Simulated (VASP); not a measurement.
# Ti3Sb2Se3 (P-3m1) in VASP: further runs

Ti3Sb2Se3 is run at these levels: PBE; tasks: single point.

Everything below comes from runs of VASP 6.6.1. Logs are shortened: lines on timing, memory, paths and dates and some standing lists are left out, and cuts for length are marked.

## (1) The cell of the first run

The structure is trigonal, space group P-3m1 (No. 164). Conventional cell: a = 3.489 Å, b = 3.489 Å, c = 15.743 Å, α = 90.00°, β = 90.00°, γ = 120.00°. Within 3.3 Å of Ti (site symmetry 3m) lie 3 Se at 2.51 Å and 3 Sb at 2.84 Å. Ti (site symmetry -3m) has 6 Se at 2.55 Å and 6 Ti at 3.49 Å within 3.5 Å. Sb (site symmetry 3m) has 3 Ti at 2.84 Å and 3 Se at 3.46 Å and 6 Sb at 3.49 Å within 3.7 Å. Within 3.3 Å of Se (site symmetry -3m) lie 6 Ti at 2.51 Å. Se (site symmetry 3m) has 3 Ti at 2.55 Å and 3 Sb at 3.46 Å and 6 Se at 3.49 Å within 3.5 Å.

## (2) Single point, PBE (20.74 Å³/atom)

The input, INCAR:

```
SYSTEM = Ti3Sb2Se3
PREC = Accurate
ENCUT = 520
EDIFF = 1E-6
ISMEAR = 0
SIGMA = 0.1
LREAL = .False.
LASPH = .True.
NELM = 100
ALGO = Normal
ISIF = 2
LWAVE = .False.
LCHARG = .False.
GGA = PE
NBANDS = 42
```

The input, KPOINTS:

```
Automatic mesh
0
Gamma
  12 12 2
  0 0 0
```

The input, POSCAR:

```
Ti3Sb2Se3
1.0
    3.4886307168      0.0000000000      0.0000000000
   -1.7443153584      3.0212428251      0.0000000000
    0.0000000000      0.0000000000     15.7427436816
Ti Sb Se
3 2 3
Direct
    0.6666666667      0.3333333333      0.0953104746
    0.3333333333      0.6666666667      0.9046895254
    0.0000000000      0.0000000000      0.5000000000
    0.3333333333      0.6666666667      0.2226911138
    0.6666666667      0.3333333333      0.7773088862
    0.0000000000      0.0000000000      0.0000000000
    0.3333333333      0.6666666667      0.5988765117
    0.6666666667      0.3333333333      0.4011234883
```

Potentials or basis: VASP PAW PBE potentials, release 64 (Ti_sv, Sb, Se).

The run is started by

```bash
$ cat potpaw_PBE.64/Ti_sv/POTCAR potpaw_PBE.64/Sb/POTCAR potpaw_PBE.64/Se/POTCAR > POTCAR
$ mpirun -np 1 vasp_std > vasp.out
```

OUTCAR:

```text
SYSTEM = Ti3Sb2Se3
   PREC = Accurate
   ENCUT = 520
   EDIFF = 1E-6
   ISMEAR = 0
   LREAL = .False.
   LASPH = .True.
   NELM = 100
   ISIF = 2
   GGA = PE

 ion  position               nearest neighbor table
   1  0.667  0.333  0.095-   6 2.51   6 2.51   6 2.51   4 2.84   4 2.84   4 2.84
   2  0.333  0.667  0.905-   6 2.51   6 2.51   6 2.51   5 2.84   5 2.84   5 2.84
   3  0.000  0.000  0.500-   7 2.55   8 2.55   7 2.55   8 2.55   8 2.55   7 2.55
   4  0.333  0.667  0.223-   1 2.84   1 2.84   1 2.84
   5  0.667  0.333  0.777-   2 2.84   2 2.84   2 2.84
   6  0.000  0.000  0.000-   1 2.51   2 2.51   2 2.51   1 2.51   1 2.51   2 2.51
   7  0.333  0.667  0.599-   3 2.55   3 2.55   3 2.55
   8  0.667  0.333  0.401-   3 2.55   3 2.55   3 2.55

  LATTYP: Found a hexagonal cell.
 ALAT       =     3.4886307168
 C/A-ratio  =     4.5125852977

  Lattice vectors:

 A1 = (   3.4886307168,   0.0000000000,   0.0000000000)
 A2 = (  -1.7443153584,   3.0212428251,   0.0000000000)
 A3 = (   0.0000000000,   0.0000000000,  15.7427436816)

Analysis of symmetry for initial positions (statically):
=====================================================================
 Subroutine PRICEL returns:
 Original cell was already a primitive cell.

 Routine SETGRP: Setting up the symmetry group for a
 hexagonal supercell.

 Subroutine GETGRP returns: Found 12 space group operations
 (whereof 12 operations were pure point group operations)
 out of a pool of 24 trial point group operations.

The static configuration has the point symmetry D_3d.

Analysis of symmetry for dynamics (positions and initial velocities):
=====================================================================
 Subroutine PRICEL returns:
 Original cell was already a primitive cell.

 Routine SETGRP: Setting up the symmetry group for a
 hexagonal supercell.

 Subroutine GETGRP returns: Found 12 space group operations
 (whereof 12 operations were pure point group operations)
 out of a pool of 24 trial point group operations.

The dynamic configuration has the point symmetry D_3d.

 Subroutine INISYM returns: Found 12 space group operations
 (whereof 12 operations are pure point group operations),
 and found     1 'primitive' translations

----------------------------------------------------------------------------------------

                                     Primitive cell

  volume of cell :     165.9285

  direct lattice vectors                    reciprocal lattice vectors
     3.488630717  0.000000000  0.000000000     0.286645415  0.165494808  0.000000000
    -1.744315358  3.021242825  0.000000000     0.000000000  0.330989615  0.000000000
     0.000000000  0.000000000 15.742743682     0.000000000  0.000000000  0.063521329

  length of vectors
     3.488630717  3.488630717 15.742743682     0.330989615  0.330989615  0.063521329

  position of ions in fractional coordinates (direct lattice)
     0.666666667  0.333333333  0.095310475
     0.333333333  0.666666667  0.904689525
     0.000000000  0.000000000  0.500000000
     0.333333333  0.666666667  0.222691114
     0.666666667  0.333333333  0.777308886
     0.000000000  0.000000000  0.000000000
     0.333333333  0.666666667  0.598876512
     0.666666667  0.333333333  0.401123488

  ion indices of the primitive-cell ions
   primitive index   ion index
                 1           1
                 2           2
                 3           3
                 4           4
                 5           5
                 6           6
                 7           7
                 8           8

----------------------------------------------------------------------------------------

 KPOINTS: Automatic mesh

Automatic generation of k-mesh.
 Grid dimensions read from file:
 generate k-points for:   12   12    2

 Generating k-lattice:

  Cartesian coordinates                     Fractional coordinates (reciprocal lattice)
     0.023887118  0.013791234  0.000000000     0.083333333  0.000000000  0.000000000
     0.000000000  0.027582468  0.000000000     0.000000000  0.083333333  0.000000000
     0.000000000  0.000000000  0.031760664     0.000000000  0.000000000  0.500000000

  Length of vectors
     0.027582468  0.027582468  0.031760664

  Shift w.r.t. Gamma in fractional coordinates (k-lattice)
     0.000000000  0.000000000  0.000000000

 Subroutine IBZKPT returns following result:
 ===========================================

 Found     38 irreducible k-points:

 Following reciprocal coordinates:
            Coordinates               Weight
  0.000000  0.000000  0.000000      1.000000
  0.083333  0.000000  0.000000      6.000000
  0.166667 -0.000000  0.000000      6.000000
  0.250000 -0.000000  0.000000      6.000000
  0.333333 -0.000000  0.000000      6.000000
  0.416667  0.000000  0.000000      6.000000
[... 16 lines left out ...]
  0.250000 -0.000000  0.500000      6.000000
  0.333333 -0.000000  0.500000      6.000000
 [... further k-points ...]
   k-points           NKPTS =     38   k-points in BZ     NKDIM =     38   number of bands    NBANDS=     42
   number of dos      NEDOS =    301   number of ions     NIONS =      8
   total plane-waves  NPLWV =  94080
   dimension x,y,z NGX =    28 NGY =   28 NGZ =  120
   dimension x,y,z NGXF=    56 NGYF=   56 NGZF=  240
   ions per type =               3   2   3
   NGX,Y,Z   is equivalent  to a cutoff of  13.34, 13.34, 12.67 a.u.
   NGXF,Y,Z  is equivalent  to a cutoff of  26.69, 26.69, 25.34 a.u.
 SYSTEM =  Ti3Sb2Se3
   PREC   = accura    normal or accurate (medium, high low for compatibility)
   ISTART =      0    job   : 0-new  1-cont  2-samecut
   ICHARG =      2    charge: 1-file 2-atom 10-const
   ISPIN  =      1    spin polarized calculation?
   LNONCOLLINEAR =      F non collinear calculations
   LSORBIT =      F    spin-orbit coupling
   LASPH  =      T    aspherical Exc in radial PAW
   ENCUT  =  520.0 eV  38.22 Ry    6.18 a.u.   6.49  6.49 29.27*2*pi/ulx,y,z
   NELM   =    100;   NELMIN=  2; NELMDL= -5     # of ELM steps
   EDIFF  = 0.1E-05   stopping-criterion for ELM
   LREAL  =      F    real-space projection
   EDIFFG = 0.1E-04   stopping-criterion for IOM
   NSW    =      0    number of steps for IOM
   IBRION =     -1    ionic relax: 0-MD 1-quasi-New 2-CG
   NFREE  =      0    steps in history (QN), initial steepest desc. (CG)
   ISIF   =      2    stress and relaxation
   ISYM   =      2    0-nonsym 1-usesym 2-fastsym
   POTIM  = 0.5000    time-step for ionic-motion
   TEBEG  =    0.0;   TEEND  =   0.0 temperature during run
   PSTRESS=    0.0 pullay stress
   NELECT =      64.0000    total number of electrons
   NUPDOWN=      -1.0000    fix difference up-down
   EMIN   =  10.00;   EMAX   =-10.00  energy-range for DOS
   EFERMI =   0.00;   METHOD = LEGACY
   ISMEAR =     0;   SIGMA  =   0.10  broadening in eV -4-tet -1-fermi 0-gaus
   EFERMI_NEDOS =   21; number of points for ismear=-14 and -15
   IALGO  =     38    algorithm
   IMIX   =      4    mixing-type and parameters
     AMIX     =   0.40;   BMIX     =  1.00
     AMIX_MAG =   1.60;   BMIX_MAG =  1.00
  volume/ion in A,a.u.               =      20.74       139.97
  Fermi-wavevector in a.u.,A,eV,Ry     =   1.191684  2.251956 19.321782  1.420111
  Thomas-Fermi vector in A             =   2.327740
   LORBIT       =      0    0 simple, 1 ext, 2 COOP (PROOUT), +10 PAW based schemes
   GGA     = PE    functional components
   LHFCALC =     F    Hartree Fock is set to
   AEXX    =    0.0000 exact exchange contribution
   IVDW    =     0    specifies the selected vdW correction
   LEPSILON=     F    determine dielectric tensor
   LRPA    =     F    only Hartree local field effects (RPA)
 non-spin polarized calculation
 Gauss-broadening in eV      SIGMA  =   0.10
  energy-cutoff  :      520.00
  volume of cell :      165.93
 maximum number of plane-waves:      4512
 NGX is ok and might be reduce to    28
   NGX = 13   NGY = 13   NGZ = 59

 number of electron      63.9999994 magnetization

 Free energy of the ion-electron system (eV)
  ---------------------------------------------------
  ext. energy  EPLUGINS =         0.00000000
  ---------------------------------------------------
  free energy    TOTEN  =       -47.81188192 eV

  energy without entropy =      -47.79336298  energy(sigma->0) =      -47.80262245

 E-fermi :   7.4324     XC(G=0): -10.6066

 val. band max:        7.4303266668   @ k =   0.0833   0.0000   0.0000
 cond. band min:       7.4345046245   @ k =   0.0833   0.0000   0.5000
 fundamental gap:      0.0041779577
 Fermi energy:         7.4324060196

 k-point     1 :       0.0000    0.0000    0.0000
  band No.  band energies     occupation
      1     -50.1146      2.00000
      2     -49.8304      2.00000
      3     -49.8252      2.00000
      4     -26.3459      2.00000
      5     -26.3459      2.00000
      6     -26.3403      2.00000
[... 34 lines left out ...]
     41       9.6476      0.00000
     42      10.7076      0.00000

 k-point     2 :       0.0833    0.0000    0.0000
  band No.  band energies     occupation
      1     -50.1140      2.00000
      2     -49.8297      2.00000
      3     -49.8247      2.00000
      4     -26.3528      2.00000
      5     -26.3475      2.00000
      6     -26.3388      2.00000
[... 34 lines left out ...]
     41       9.6934      0.00000
     42      10.3958      0.00000

 k-point     3 :       0.1667   -0.0000    0.0000
  band No.  band energies     occupation
      1     -50.1123      2.00000
      2     -49.8277      2.00000
      3     -49.8232      2.00000
      4     -26.3717      2.00000
      5     -26.3517      2.00000
      6     -26.3346      2.00000
[... 34 lines left out ...]
     41       9.7646      0.00000
     42      10.0376      0.00000

 k-point     4 :       0.2500   -0.0000    0.0000
  band No.  band energies     occupation
      1     -50.1101      2.00000
      2     -49.8251      2.00000
      3     -49.8212      2.00000
      4     -26.3973      2.00000
      5     -26.3576      2.00000
      6     -26.3290      2.00000
[... 844 lines left out ...]
     41       9.7303      0.00000
     42       9.9400      0.00000

 k-point    23 :       0.2500   -0.0000    0.5000
  band No.  band energies     occupation
      1     -50.1101      2.00000
      2     -49.8251      2.00000
      3     -49.8212      2.00000
      4     -26.3973      2.00000
      5     -26.3576      2.00000
      6     -26.3289      2.00000
[... 34 lines left out ...]
     41       9.6265      0.00000
     42       9.7871      0.00000

 k-point    24 :       0.3333   -0.0000    0.5000
  band No.  band energies     occupation
      1     -50.1078      2.00000
      2     -49.8223      2.00000
      3     -49.8193      2.00000
      4     -26.4228      2.00000
      5     -26.3634      2.00000
      6     -26.3232      2.00000
[... 34 lines left out ...]
     41       9.3546      0.00000
     42       9.7861      0.00000

 [... further k-points ...]

------------------------ aborting loop because EDIFF is reached ----------------------------------------

  FORCE on cell =-STRESS in cart. coord.  units (eV):
  Direction    XX          YY          ZZ          XY          YZ          ZX
  --------------------------------------------------------------------------------------
  -------------------------------------------------------------------------------------
  Total        4.0107485      4.0107485      4.0136201      0.0000000      0.0000000      0.0000000
  in kB       38.7270982     38.7270982     38.7548253      0.0000000      0.0000000      0.0000000
  external PRESSURE =      38.7363405 kB  Pullay stress =       0.0000000 kB

 VOLUME and BASIS-vectors are now :
 -----------------------------------------------------------------------------
  energy-cutoff  :      520.00
  volume of cell :      165.93
      direct lattice vectors                 reciprocal lattice vectors
     3.488630717  0.000000000  0.000000000     0.286645415  0.165494808  0.000000000
    -1.744315358  3.021242825  0.000000000     0.000000000  0.330989615  0.000000000
     0.000000000  0.000000000 15.742743682     0.000000000  0.000000000  0.063521329

 POSITION                                       TOTAL-FORCE (eV/Angst)
 -----------------------------------------------------------------------------------
      1.74432      1.00708      1.50045        -0.000000      0.000000      0.013550
     -0.00000      2.01416     14.24230        -0.000000     -0.000000     -0.013550
      0.00000      0.00000      7.87137         0.000000     -0.000000      0.000000
     -0.00000      2.01416      3.50577         0.000000      0.000000      0.015085
      1.74432      1.00708     12.23697         0.000000     -0.000000     -0.015085
      0.00000      0.00000      0.00000         0.000000     -0.000000      0.000000
     -0.00000      2.01416      9.42796         0.000000     -0.000000      0.023639
      1.74432      1.00708      6.31478        -0.000000      0.000000     -0.023639
 -----------------------------------------------------------------------------------
    total drift:                                0.000000      0.000000      0.000000

  FREE ENERGIE OF THE ION-ELECTRON SYSTEM (eV)
  ---------------------------------------------------
  free  energy   TOTEN  =       -47.8118819246 eV

  energy  without entropy=      -47.7933629823  energy(sigma->0) =      -47.80262245
```

Run time: 3.6 min. Hardware: 1 thread of AMD EPYC 9R45 (Zen 5), shared host; peak memory 0.41 GiB.

What came out:

```
Free energy            : -47.8119 eV
Pressure               : 3.9 GPa
Largest force          : 0.024 eV/Å
Band gap on the k mesh : zero (bands 32 and 33 overlap by 0.35 eV)
```

Forces on the atoms (eV/Å):
```
Ti   0.000  0.000  0.014
Ti   0.000  0.000 -0.014
Ti   0.000  0.000  0.000
Sb   0.000  0.000  0.015
Sb   0.000  0.000 -0.015
Se   0.000  0.000  0.000
Se   0.000  0.000  0.024
Se   0.000  0.000 -0.024
```

Levels at points of the mesh, in eV from the Fermi level:
```tsv
k point	band 28	band 29	band 30	band 31	band 32	band 33	band 34	band 35	band 36	band 37
(0.00, 0.00, 0.00)	-0.36	0.07	0.07	0.22	0.22	0.37	0.45	0.45	0.82	0.82
(0.50, 0.00, 0.00)	-2.15	-1.39	-1.07	-0.85	-0.21	-0.11	0.32	0.51	1.41	1.48
(0.00, 0.00, 0.50)	-0.36	0.06	0.06	0.23	0.23	0.45	0.45	0.45	0.82	0.82
(0.50, 0.00, 0.50)	-1.83	-1.39	-1.38	-0.67	-0.18	-0.12	0.31	0.46	1.41	1.48
```

Caveat: the cell stands under pressure; spin-orbit coupling is left out, which moves the levels of the heavy elements.

(Continued in part 2 of 2.)
